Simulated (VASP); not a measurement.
# GdAl2N3 (P6/mmm) in VASP: relaxation of cell and atoms with PBE

Aim: the relaxation of cell and atoms of GdAl2N3 with PBE.

Program: VASP 6.6.1. These are calculated values, not measurements. Logs are shortened: lines on timing, memory, paths and dates and some standing lists are left out, and cuts for length are marked.

## Step 1: The cell of the first run

Symmetry: P6/mmm, No. 191, hexagonal system. Conventional cell: a = 5.351 Å, b = 5.351 Å, c = 2.677 Å, α = 90.00°, β = 90.00°, γ = 120.00°. Within 3.5 Å of Gd (site symmetry 6/mmm) lie 2 Gd at 2.68 Å and 12 N at 2.99 Å and 6 Al at 3.09 Å. Within 2.7 Å of Al (site symmetry -6m2) lie 6 N at 2.04 Å and 2 Al at 2.68 Å. N (site symmetry mmm) has 4 Al at 2.04 Å and 6 N at 2.68 Å within 2.7 Å.

## Step 2: Relaxation of cell and atoms, PBE, collinear spin, ferromagnetic start

INCAR reads:

```
ALGO = Normal
EDIFF = 1E-6
EDIFFG = -0.04
ENCUT = 600
GGA = PE
IBRION = 2
ISIF = 3
ISMEAR = 0
ISPIN = 2
LASPH = T
LCHARG = F
LMAXMIX = 6
LORBIT = 11
LREAL = F
LWAVE = F
MAGMOM = 7.53 0 0 0 0 0
NELM = 150
NSW = 90
PREC = Accurate
SIGMA = 0.1
```

KPOINTS reads:

```
k-points
0
Gamma
  6 6 6
```

POSCAR reads:

```
GdAl2N3
1.0
    5.3510962170      0.0000000000      0.0000000000
   -2.6755481085      4.6341852620      0.0000000000
    0.0000000000      0.0000000000      2.6765234640
Gd Al N
1 2 3
Direct
    0.0000000000      0.0000000000      0.0000000000
    0.6666666667      0.3333333333      0.0000000000
    0.3333333333      0.6666666667      0.0000000000
    0.5000000000      0.5000000000      0.5000000000
    0.5000000000      0.0000000000      0.5000000000
    0.0000000000      0.5000000000      0.5000000000
```

Potentials or basis: VASP PAW PBE potentials, release 64 (Gd, Al, N).

Run with:

```
$ cat potpaw_PBE.64/Gd/POTCAR potpaw_PBE.64/Al/POTCAR potpaw_PBE.64/N/POTCAR > POTCAR
$ mpirun -np 1 vasp_std > vasp.out
```

OUTCAR:

```text
EDIFF = 1E-6
   EDIFFG = -0.04
   ENCUT = 600
   GGA = PE
   IBRION = 2
   ISIF = 3
   ISMEAR = 0
   ISPIN = 2
   LASPH = T
   LORBIT = 11
   LREAL = F
   NELM = 150
   NSW = 90
   PREC = Accurate

 ion  position               nearest neighbor table
   1  0.000  0.000  0.000-   2 3.09   3 3.09   3 3.09   2 3.09   2 3.09   3 3.09
   2  0.667  0.333  0.000-   5 2.04   5 2.04   6 2.04   6 2.04   4 2.04   4 2.04   3 3.09   1 3.09
                             3 3.09   1 3.09   1 3.09   3 3.09
   3  0.333  0.667  0.000-   5 2.04   5 2.04   6 2.04   6 2.04   4 2.04   4 2.04   2 3.09   1 3.09
                             2 3.09   1 3.09   1 3.09   2 3.09
   4  0.500  0.500  0.500-   2 2.04   3 2.04   2 2.04   3 2.04
   5  0.500  0.000  0.500-   2 2.04   3 2.04   2 2.04   3 2.04
   6  0.000  0.500  0.500-   2 2.04   3 2.04   2 2.04   3 2.04

  LATTYP: Found a hexagonal cell.
 ALAT       =     5.3510962170
 C/A-ratio  =     0.5001822721

  Lattice vectors:

 A1 = (   5.3510962170,   0.0000000000,   0.0000000000)
 A2 = (  -2.6755481085,   4.6341852620,   0.0000000000)
 A3 = (   0.0000000000,   0.0000000000,   2.6765234640)

Analysis of symmetry for initial positions (statically):
=====================================================================
 Subroutine PRICEL returns:
 Original cell was already a primitive cell.

 Routine SETGRP: Setting up the symmetry group for a
 hexagonal supercell.

 Subroutine GETGRP returns: Found 24 space group operations
 (whereof 24 operations were pure point group operations)
 out of a pool of 24 trial point group operations.

The static configuration has the point symmetry D_6h.

Analysis of symmetry for dynamics (positions and initial velocities):
=====================================================================
 Subroutine PRICEL returns:
 Original cell was already a primitive cell.

 Routine SETGRP: Setting up the symmetry group for a
 hexagonal supercell.

 Subroutine GETGRP returns: Found 24 space group operations
 (whereof 24 operations were pure point group operations)
 out of a pool of 24 trial point group operations.

The dynamic configuration has the point symmetry D_6h.

Analysis of structural, dynamic, and magnetic symmetry:
=====================================================================
 Subroutine PRICEL returns:
 Original cell was already a primitive cell.

 Routine SETGRP: Setting up the symmetry group for a
 hexagonal supercell.

 Subroutine GETGRP returns: Found 24 space group operations
 (whereof 24 operations were pure point group operations)
 out of a pool of 24 trial point group operations.

The overall configuration has the point symmetry D_6h.

 Subroutine INISYM returns: Found 24 space group operations
 (whereof 24 operations are pure point group operations),
 and found     1 'primitive' translations

----------------------------------------------------------------------------------------

                                     Primitive cell

  volume of cell :      66.3724

  direct lattice vectors                    reciprocal lattice vectors
     5.351096217  0.000000000  0.000000000     0.186877597  0.107893831  0.000000000
    -2.675548109  4.634185262  0.000000000     0.000000000  0.215787661  0.000000000
     0.000000000  0.000000000  2.676523464     0.000000000  0.000000000  0.373618992

  length of vectors
     5.351096217  5.351096217  2.676523464     0.215787661  0.215787661  0.373618992

  position of ions in fractional coordinates (direct lattice)
     0.000000000  0.000000000  0.000000000
     0.666666667  0.333333333  0.000000000
     0.333333333  0.666666667  0.000000000
     0.500000000  0.500000000  0.500000000
     0.500000000  0.000000000  0.500000000
[... 123 lines left out ...]

 number of electron      38.9999997 magnetization       6.6022099

 Free energy of the ion-electron system (eV)
  ---------------------------------------------------
  ext. energy  EPLUGINS =         0.00000000
  ---------------------------------------------------
  free energy    TOTEN  =       -46.24556430 eV

  energy without entropy =      -46.22851478  energy(sigma->0) =      -46.23703954

------------------------ aborting loop because EDIFF is reached ----------------------------------------

  FORCE on cell =-STRESS in cart. coord.  units (eV):
  Direction    XX          YY          ZZ          XY          YZ          ZX
  --------------------------------------------------------------------------------------
  -------------------------------------------------------------------------------------
  Total       -0.9081263     -0.9081263      1.4001797     -0.0000000      0.0000000      0.0000000
  in kB      -21.9214686    -21.9214686     33.7992563     -0.0000000      0.0000000      0.0000000
  external PRESSURE =      -3.3478937 kB  Pullay stress =       0.0000000 kB

 VOLUME and BASIS-vectors are now :
 -----------------------------------------------------------------------------
  energy-cutoff  :      600.00
  volume of cell :       66.37
      direct lattice vectors                 reciprocal lattice vectors
     5.351096217  0.000000000  0.000000000     0.186877597  0.107893831  0.000000000
    -2.675548109  4.634185262  0.000000000     0.000000000  0.215787661  0.000000000
     0.000000000  0.000000000  2.676523464     0.000000000  0.000000000  0.373618992

 POSITION                                       TOTAL-FORCE (eV/Angst)
 -----------------------------------------------------------------------------------
      0.00000      0.00000      0.00000        -0.000000      0.000000      0.000000
      2.67555      1.54473      0.00000         0.000000     -0.000000      0.000000
     -0.00000      3.08946      0.00000        -0.000000      0.000000      0.000000
      1.33777      2.31709      1.33826        -0.000000      0.000000      0.000000
      2.67555      0.00000      1.33826        -0.000000      0.000000      0.000000
     -1.33777      2.31709      1.33826        -0.000000      0.000000      0.000000
 -----------------------------------------------------------------------------------
    total drift:                                0.000000     -0.000000     -0.000000

  FREE ENERGIE OF THE ION-ELECTRON SYSTEM (eV)
  ---------------------------------------------------
  free  energy   TOTEN  =       -46.2455643014 eV

  energy  without entropy=      -46.2285147751  energy(sigma->0) =      -46.23703954

--------------------------------------- Ionic step        2  -------------------------------------------

 number of electron      38.9999996 magnetization       6.7697326

 Free energy of the ion-electron system (eV)
  ---------------------------------------------------
  ext. energy  EPLUGINS =         0.00000000
  ---------------------------------------------------
  free energy    TOTEN  =       -46.25964359 eV

  energy without entropy =      -46.24574684  energy(sigma->0) =      -46.25269521

 E-fermi :   7.5419     XC(G=0): -11.8566

 val. band max:        7.5212249135   @ k =   0.0000   0.0000   0.0000
 cond. band min:       7.5997611841   @ k =   0.5000  -0.0000   0.5000
 fundamental gap:      0.0785362707
 Fermi energy:         7.5419465339

 spin component 1

 k-point     1 :       0.0000    0.0000    0.0000
  band No.  band energies     occupation
      1     -38.1289      1.00000
      2     -15.5751      1.00000
      3     -15.5751      1.00000
      4     -13.7639      1.00000
      5      -8.9974      1.00000
      6      -6.2979      1.00000
[... 709 lines left out ...]
     26       9.5665      0.00000
     27      10.1498      0.00000

 [... further k-points ...]

 spin component 2

 k-point     1 :       0.0000    0.0000    0.0000
  band No.  band energies     occupation
      1     -35.1009      1.00000
      2     -13.4682      1.00000
      3     -13.4682      1.00000
      4     -11.4023      1.00000
      5      -9.0328      1.00000
      6      -6.3632      1.00000
[... 709 lines left out ...]
     26      10.2406      0.00000
     27      10.7031      0.00000

 [... further k-points ...]
[... 5 lines left out ...]
  --------------------------------------------------------------------------------------
  -------------------------------------------------------------------------------------
  Total       -0.1189284     -0.1189284     -0.1683191      0.0000000     -0.0000000      0.0000000
  in kB       -2.8807957     -2.8807957     -4.0771832      0.0000000     -0.0000000      0.0000000
  external PRESSURE =      -3.2795915 kB  Pullay stress =       0.0000000 kB

 VOLUME and BASIS-vectors are now :
 -----------------------------------------------------------------------------
  energy-cutoff  :      600.00
  volume of cell :       66.14
      direct lattice vectors                 reciprocal lattice vectors
     5.312023917  0.000000000  0.000000000     0.188252164  0.108687438  0.000000000
    -2.656011959  4.600347658  0.000000000     0.000000000  0.217374876 -0.000000000
    -0.000000000  0.000000000  2.706655936     0.000000000 -0.000000000  0.369459593

 POSITION                                       TOTAL-FORCE (eV/Angst)
 -----------------------------------------------------------------------------------
      5.31202      0.00000      0.00000        -0.000000      0.000000      0.000000
      2.65601      1.53345      0.00000        -0.000000     -0.000000      0.000000
     -0.00000      3.06690      0.00000         0.000000     -0.000000      0.000000
      1.32801      2.30017      1.35333        -0.000000     -0.000000      0.000000
      2.65601      0.00000      1.35333        -0.000000     -0.000000      0.000000
      3.98402      2.30017      1.35333        -0.000000      0.000000      0.000000
 -----------------------------------------------------------------------------------
    total drift:                                0.000000     -0.000000      0.000000

  FREE ENERGIE OF THE ION-ELECTRON SYSTEM (eV)
  ---------------------------------------------------
  free  energy   TOTEN  =       -46.2596435881 eV

  energy  without entropy=      -46.2457468365  energy(sigma->0) =      -46.25269521

 reached required accuracy - stopping structural energy minimisation

 total charge

# of ion       s       p       d       f       tot
--------------------------------------------------
    1        2.024   5.575   0.650   7.111  15.360
    2        0.320   0.387   0.000   0.000   0.706
    3        0.320   0.387   0.000   0.000   0.706
    4        1.260   2.449   0.000   0.000   3.709
    5        1.260   2.449   0.000   0.000   3.709
    6        1.260   2.449   0.000   0.000   3.709
--------------------------------------------------
tot          6.445  13.694   0.650   7.111  27.900

 magnetization (x)

# of ion       s       p       d       f       tot
--------------------------------------------------
    1       -0.004  -0.076   0.087   6.670   6.678
    2        0.000   0.001   0.000   0.000   0.002
    3        0.000   0.001   0.000   0.000   0.002
    4        0.001  -0.042   0.000   0.000  -0.042
    5        0.001  -0.042   0.000   0.000  -0.042
    6        0.001  -0.042   0.000   0.000  -0.042
--------------------------------------------------
tot         -0.001  -0.200   0.087   6.670   6.556
```

Wall time 10 min (1 thread of AMD EPYC 9R45 (Zen 5), shared host); peak memory 0.32 GiB.

What came out:

| Item | Value |
| --- | --- |
| Free energy | -46.2596 eV |
| Relaxed volume | 11.02 Å³/atom |
| Relaxed cell | a = 5.312 Å, b = 5.312 Å, c = 2.707 Å, α = 90.00°, β = 90.00°, γ = 120.00° |
| Space group after relaxing (to 0.05 Å) | P6/mmm (No. 191) |
| Energy gained by relaxing | 2.3 meV/atom |
| Ionic steps | 2 |
| Pressure after relaxing | -0.3 GPa |
| Net moment | 6.77 μB per cell |
| Site moments | Gd +6.68; Al +0.00; N -0.04 μB |
| Valence electrons inside the program's atomic spheres | Gd 15.36; Al 0.71; N 3.71 |

The path:
```csv
step,energy change (eV),largest force (eV/Å),pressure (GPa),volume (Å³)
1,0.0000,0.0000,-0.33,66.37
2,-0.0141,0.0000,-0.33,66.14
```

Final structure:
```xyz
6
Lattice="5.3120 0.0000 0.0000 -2.6560 4.6003 0.0000 0.0000 0.0000 2.7067" Properties=species:S:1:pos:R:3 pbc="T T T"
Gd    5.3120    0.0000    0.0000
Al    2.6560    1.5334    0.0000
Al    0.0000    3.0669    0.0000
N     1.3280    2.3002    1.3533
N     2.6560    0.0000    1.3533
N     3.9840    2.3002    1.3533
```

Caveat: the k points lie up to 0.39 Å⁻¹ apart in the final cell; spin-orbit coupling is left out, which moves the levels of the heavy elements; a cell with one magnetic atom can't hold antiferromagnetic order, which such compounds often take; without U or exact exchange the open f shell lies at the Fermi level, which spoils levels, moments and volumes. The state reached can hang on the start; a lower one may exist.
